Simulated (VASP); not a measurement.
# MoS2 (P6_3/mmc) in VASP: single point with LDA+U

Aim: the single point of MoS2 with LDA+U.

Everything below comes from runs of VASP 6.6.1. Logs are shortened: lines on timing, memory, paths and dates and some standing lists are left out, and cuts for length are marked.

### Step 1. The cell of the first run

The structure is hexagonal, space group P6_3/mmc (No. 194). The conventional cell has a = 3.161 Å, b = 3.161 Å, c = 12.295 Å, α = 90.00°, β = 90.00°, γ = 120.00°. Mo (site symmetry -6m2) has 6 S at 2.37 Å and 6 Mo at 3.16 Å within 3.2 Å. S (site symmetry 3m) has 3 Mo at 2.37 Å and 7 S at 3.01 to 3.16 Å within 3.2 Å.

### Step 2. Single point, LDA+U, collinear spin

INCAR reads:

```
ALGO = Normal ; EDIFF = 1E-6
ENCUT = 520 ; GGA = CA
ISIF = 2 ; ISMEAR = 0
ISPIN = 2 ; LASPH = True
LCHARG = False ; LDAU = True
LDAUJ = 0 0 ; LDAUL = 2 -1
LDAUPRINT = 1 ; LDAUTYPE = 2
LDAUU = 4 0 ; LMAXMIX = 4
LORBIT = 11 ; LREAL = False
LWAVE = False ; MAGMOM = 2 2 0 0 0 0
NBANDS = 39 ; NELM = 150
PREC = Accurate ; SIGMA = 0.05
```

KPOINTS reads:

```
k-points
0
Gamma
  7 7 2
```

POSCAR reads:

```
MoS2
1.0
    3.1610015200      0.0000000000      0.0000000000
   -1.5805007600      2.7375076200      0.0000000000
    0.0000000000      0.0000000000     12.2949997000
Mo S
2 4
Direct
    0.3333333333      0.6666666667      0.2500000000
    0.6666666667      0.3333333333      0.7500000000
    0.3333333333      0.6666666667      0.6275000000
    0.6666666667      0.3333333333      0.1275000000
    0.3333333333      0.6666666667      0.8725000000
    0.6666666667      0.3333333333      0.3725000000
```

Potentials or basis: VASP PAW LDA potentials, release 64 (Mo_sv, S).

On the command line:

```
cat potpaw_LDA.64/Mo_sv/POTCAR potpaw_LDA.64/S/POTCAR > POTCAR
mpirun -np 1 vasp_std > vasp.out
```

OUTCAR:

```text
EDIFF = 1E-6
   ENCUT = 520
   GGA = CA
   ISIF = 2
   ISMEAR = 0
   ISPIN = 2
   LASPH = True
   LORBIT = 11
   LREAL = False
   NELM = 150
   PREC = Accurate

 ion  position               nearest neighbor table
   1  0.333  0.667  0.250-   4 2.37   6 2.37   4 2.37   6 2.37   4 2.37   6 2.37
   2  0.667  0.333  0.750-   3 2.37   5 2.37   3 2.37   5 2.37   3 2.37   5 2.37
   3  0.333  0.667  0.627-   2 2.37   2 2.37   2 2.37
   4  0.667  0.333  0.127-   1 2.37   1 2.37   1 2.37
   5  0.333  0.667  0.873-   2 2.37   2 2.37   2 2.37
   6  0.667  0.333  0.373-   1 2.37   1 2.37   1 2.37

  LATTYP: Found a hexagonal cell.
 ALAT       =     3.1610015200
 C/A-ratio  =     3.8895899360

  Lattice vectors:

 A1 = (   3.1610015200,   0.0000000000,   0.0000000000)
 A2 = (  -1.5805007600,   2.7375076200,   0.0000000000)
 A3 = (   0.0000000000,   0.0000000000,  12.2949997000)

Analysis of symmetry for initial positions (statically):
=====================================================================
 Subroutine PRICEL returns:
 Original cell was already a primitive cell.

 Routine SETGRP: Setting up the symmetry group for a
 hexagonal supercell.

 Subroutine GETGRP returns: Found 24 space group operations
 (whereof 12 operations were pure point group operations)
 out of a pool of 24 trial point group operations.

The static configuration has the point symmetry D_3d.
 The point group associated with its full space group is D_6h.

Analysis of symmetry for dynamics (positions and initial velocities):
=====================================================================
 Subroutine PRICEL returns:
 Original cell was already a primitive cell.

 Routine SETGRP: Setting up the symmetry group for a
 hexagonal supercell.

 Subroutine GETGRP returns: Found 24 space group operations
 (whereof 12 operations were pure point group operations)
 out of a pool of 24 trial point group operations.

The dynamic configuration has the point symmetry D_3d.
 The point group associated with its full space group is D_6h.

Analysis of structural, dynamic, and magnetic symmetry:
=====================================================================
 Subroutine PRICEL returns:
 Original cell was already a primitive cell.

 Routine SETGRP: Setting up the symmetry group for a
 hexagonal supercell.

 Subroutine GETGRP returns: Found 24 space group operations
 (whereof 12 operations were pure point group operations)
 out of a pool of 24 trial point group operations.

The overall configuration has the point symmetry D_3d.
 The point group associated with its full space group is D_6h.

 Subroutine INISYM returns: Found 24 space group operations
 (whereof 12 operations are pure point group operations),
 and found     1 'primitive' translations

----------------------------------------------------------------------------------------

                                     Primitive cell

  volume of cell :     106.3919

  direct lattice vectors                    reciprocal lattice vectors
     3.161001520  0.000000000  0.000000000     0.316355432  0.182647893  0.000000000
    -1.580500760  2.737507620  0.000000000     0.000000000  0.365295787  0.000000000
     0.000000000  0.000000000 12.294999700     0.000000000  0.000000000  0.081333878

  length of vectors
     3.161001520  3.161001522 12.294999700     0.365295787  0.365295787  0.081333878

  position of ions in fractional coordinates (direct lattice)
     0.333333333  0.666666667  0.250000000
     0.666666667  0.333333333  0.750000000
     0.333333333  0.666666667  0.627500000
[... 145 lines left out ...]
  o =  0.3981  v =  0.0000 -0.0000 -0.0000  0.0000  1.0000  0.0000  0.0000  0.0000  0.0000  0.0000      0.0000  0.0000  0.0000  0.0000  0.0000  0.0000  0.0000  0.0000  0.0000  0.0000
  o =  0.3981  v =  0.0000  0.0000  0.0000  0.0000  0.0000  1.0000  0.0000  0.0000  0.0000  0.0000      0.0000  0.0000  0.0000  0.0000  0.0000  0.0000  0.0000  0.0000  0.0000  0.0000
  o =  0.3981  v =  0.0000  0.0000  0.0000  0.0000  0.0000  0.0000 -0.0000 -0.0000 -0.0000  1.0000      0.0000  0.0000  0.0000  0.0000  0.0000  0.0000  0.0000  0.0000  0.0000  0.0000
  o =  0.4305  v =  0.0000 -0.0000  1.0000  0.0000  0.0000  0.0000  0.0000  0.0000  0.0000  0.0000      0.0000  0.0000  0.0000  0.0000  0.0000  0.0000  0.0000  0.0000  0.0000  0.0000
  o =  0.4305  v =  0.0000  0.0000  0.0000  0.0000  0.0000  0.0000 -0.0000 -1.0000  0.0000 -0.0000      0.0000  0.0000  0.0000  0.0000  0.0000  0.0000  0.0000  0.0000  0.0000  0.0000

atom =   2  type =  1  l = 2

 onsite density matrix

spin component  1

  0.3981  0.0000  0.0000 -0.0000 -0.0000
  0.0000  0.3927  0.0000 -0.0000 -0.0000
  0.0000  0.0000  0.4305  0.0000  0.0000
 -0.0000 -0.0000  0.0000  0.3927 -0.0000
 -0.0000 -0.0000  0.0000 -0.0000  0.3981

spin component  2

  0.3981 -0.0000  0.0000  0.0000 -0.0000
 -0.0000  0.3927 -0.0000 -0.0000  0.0000
  0.0000 -0.0000  0.4305 -0.0000  0.0000
  0.0000 -0.0000 -0.0000  0.3927  0.0000
 -0.0000  0.0000  0.0000  0.0000  0.3981

 occupancies and eigenvectors

  o =  0.3927  v =  0.0000 -0.0000  0.0000 -1.0000 -0.0000  0.0000  0.0000  0.0000  0.0000  0.0000      0.0000  0.0000  0.0000  0.0000  0.0000  0.0000  0.0000  0.0000  0.0000  0.0000
  o =  0.3927  v =  0.0000  1.0000 -0.0000 -0.0000  0.0000  0.0000  0.0000  0.0000  0.0000  0.0000      0.0000  0.0000  0.0000  0.0000  0.0000  0.0000  0.0000  0.0000  0.0000  0.0000
  o =  0.3927  v =  0.0000  0.0000  0.0000  0.0000  0.0000  0.0000 -0.0000  0.0000 -1.0000  0.0000      0.0000  0.0000  0.0000  0.0000  0.0000  0.0000  0.0000  0.0000  0.0000  0.0000
  o =  0.3927  v =  0.0000  0.0000  0.0000  0.0000  0.0000  0.0000 -1.0000  0.0000  0.0000  0.0000      0.0000  0.0000  0.0000  0.0000  0.0000  0.0000  0.0000  0.0000  0.0000  0.0000
  o =  0.3981  v =  1.0000  0.0000  0.0000  0.0000  0.0000  0.0000  0.0000  0.0000  0.0000  0.0000      0.0000  0.0000  0.0000  0.0000  0.0000  0.0000  0.0000  0.0000  0.0000  0.0000
  o =  0.3981  v =  0.0000 -0.0000 -0.0000  0.0000  1.0000  0.0000  0.0000  0.0000  0.0000  0.0000      0.0000  0.0000  0.0000  0.0000  0.0000  0.0000  0.0000  0.0000  0.0000  0.0000
  o =  0.3981  v =  0.0000  0.0000  0.0000  0.0000  0.0000  1.0000  0.0000  0.0000  0.0000  0.0000      0.0000  0.0000  0.0000  0.0000  0.0000  0.0000  0.0000  0.0000  0.0000  0.0000
  o =  0.3981  v =  0.0000  0.0000  0.0000  0.0000  0.0000  0.0000  0.0000 -0.0000  0.0000  1.0000      0.0000  0.0000  0.0000  0.0000  0.0000  0.0000  0.0000  0.0000  0.0000  0.0000
  o =  0.4305  v =  0.0000  0.0000  1.0000 -0.0000  0.0000  0.0000  0.0000  0.0000  0.0000  0.0000      0.0000  0.0000  0.0000  0.0000  0.0000  0.0000  0.0000  0.0000  0.0000  0.0000
  o =  0.4305  v =  0.0000  0.0000  0.0000  0.0000  0.0000  0.0000 -0.0000 -1.0000 -0.0000 -0.0000      0.0000  0.0000  0.0000  0.0000  0.0000  0.0000  0.0000  0.0000  0.0000  0.0000

 number of electron      51.9999998 magnetization       0.0005441

 Free energy of the ion-electron system (eV)
  ---------------------------------------------------
  ext. energy  EPLUGINS =         0.00000000
  ---------------------------------------------------
  free energy    TOTEN  =       -39.22301593 eV

  energy without entropy =      -39.22301593  energy(sigma->0) =      -39.22301593

 E-fermi :   7.9812     XC(G=0): -11.0925

 val. band max:        7.6665668770   @ k =   0.0000   0.0000   0.0000
 cond. band min:       8.6145992011   @ k =   0.2857   0.2857   0.0000
 fundamental gap:      0.9480323241
 Fermi energy:         7.9812395178

 spin component 1

 k-point     1 :       0.0000    0.0000    0.0000
  band No.  band energies     occupation
      1     -53.9839      1.00000
      2     -53.9839      1.00000
      3     -28.3292      1.00000
      4     -28.3291      1.00000
      5     -28.1274      1.00000
      6     -28.1274      1.00000
[... 645 lines left out ...]
     37      15.1215      0.00000
     38      15.1215      0.00000
 Fermi energy:         7.9812395178

 spin component 2

 k-point     1 :       0.0000    0.0000    0.0000
  band No.  band energies     occupation
      1     -53.9839      1.00000
      2     -53.9839      1.00000
      3     -28.3292      1.00000
      4     -28.3291      1.00000
      5     -28.1274      1.00000
      6     -28.1274      1.00000
[... 645 lines left out ...]
     37      15.1216      0.00000
     38      15.1216      0.00000
 [bands above 38 left out]

------------------------ aborting loop because EDIFF is reached ----------------------------------------

  FORCE on cell =-STRESS in cart. coord.  units (eV):
  Direction    XX          YY          ZZ          XY          YZ          ZX
  --------------------------------------------------------------------------------------
  -------------------------------------------------------------------------------------
  Total        0.8363932      0.8363932      5.4795380      0.0000000      0.0000000      0.0000000
  in kB       12.5954157     12.5954158     82.5174809      0.0000000      0.0000000      0.0000000
  external PRESSURE =      35.9027708 kB  Pullay stress =       0.0000000 kB

 VOLUME and BASIS-vectors are now :
 -----------------------------------------------------------------------------
  energy-cutoff  :      520.00
  volume of cell :      106.39
      direct lattice vectors                 reciprocal lattice vectors
     3.161001520  0.000000000  0.000000000     0.316355432  0.182647893  0.000000000
    -1.580500760  2.737507620  0.000000000     0.000000000  0.365295787  0.000000000
     0.000000000  0.000000000 12.294999700     0.000000000  0.000000000  0.081333878

 POSITION                                       TOTAL-FORCE (eV/Angst)
 -----------------------------------------------------------------------------------
     -0.00000      1.82501      3.07375        -0.000000      0.000000     -0.000000
      1.58050      0.91250      9.22125         0.000000     -0.000000     -0.000000
     -0.00000      1.82501      7.71511         0.000000      0.000000     -1.037193
      1.58050      0.91250      1.56761        -0.000000     -0.000000     -1.037193
     -0.00000      1.82501     10.72739         0.000000     -0.000000      1.037193
      1.58050      0.91250      4.57989        -0.000000     -0.000000      1.037193
 -----------------------------------------------------------------------------------
    total drift:                               -0.000000      0.000000     -0.000000

  FREE ENERGIE OF THE ION-ELECTRON SYSTEM (eV)
  ---------------------------------------------------
  free  energy   TOTEN  =       -39.2230159350 eV

  energy  without entropy=      -39.2230159350  energy(sigma->0) =      -39.22301593

 total charge

# of ion       s       p       d       tot
------------------------------------------
    1        2.316   6.248   3.966  12.530
    2        2.316   6.248   3.966  12.530
    3        1.361   2.364   0.000   3.724
    4        1.361   2.364   0.000   3.724
    5        1.361   2.364   0.000   3.724
    6        1.361   2.364   0.000   3.724
--------------------------------------------------
tot         10.075  21.950   7.933  39.957

 magnetization (x)

# of ion       s       p       d       tot
------------------------------------------
    1        0.000   0.000  -0.000  -0.000
    2        0.000   0.000  -0.000  -0.000
    3        0.000   0.000   0.000   0.000
    4        0.000   0.000   0.000   0.000
    5        0.000   0.000   0.000   0.000
    6        0.000   0.000   0.000   0.000
--------------------------------------------------
tot          0.000   0.000  -0.000  -0.000
```

Run time: 76 s. Hardware: 1 thread of Intel Xeon 6975P-C (Granite Rapids), shared host; peak memory 0.25 GiB.

Results:

| Quantity | Value |
| --- | --- |
| Free energy | -39.2230 eV |
| Pressure | 3.6 GPa |
| Largest force | 1.037 eV/Å |
| Band gap on the k mesh | 0.95 eV (least direct gap 2.01 eV) |
| Net moment | 0.00 μB per cell |
| Valence electrons inside the program's atomic spheres | Mo 12.53; S 3.72 |

Forces in eV/Å, atoms in the order of the input:
```
Mo   0.000  0.000  0.000
Mo   0.000  0.000  0.000
S    0.000  0.000 -1.037
S    0.000  0.000 -1.037
S    0.000  0.000  1.037
S    0.000  0.000  1.037
```

Stress tensor (GPa, compression positive):
```
1.26 0.00 0.00
0.00 1.26 0.00
0.00 0.00 8.25
```

Eigenvalues of the final occupation matrices:
| site | spin | trace | eigenvalues |
| --- | --- | --- | --- |
| site 1 d | 1 | 2.01 | 0.39 0.39 0.40 0.40 0.43 |
| site 1 d | 2 | 2.01 | 0.39 0.39 0.40 0.40 0.43 |
| site 2 d | 1 | 2.01 | 0.39 0.39 0.40 0.40 0.43 |
| site 2 d | 2 | 2.01 | 0.39 0.39 0.40 0.40 0.43 |

Caveat: the stress differs along the axes, from 1 to 8 GPa; forces of over 1 eV/Å act on the atoms, so gaps and moduli don't describe the material at rest. A k mesh can miss the band edges.
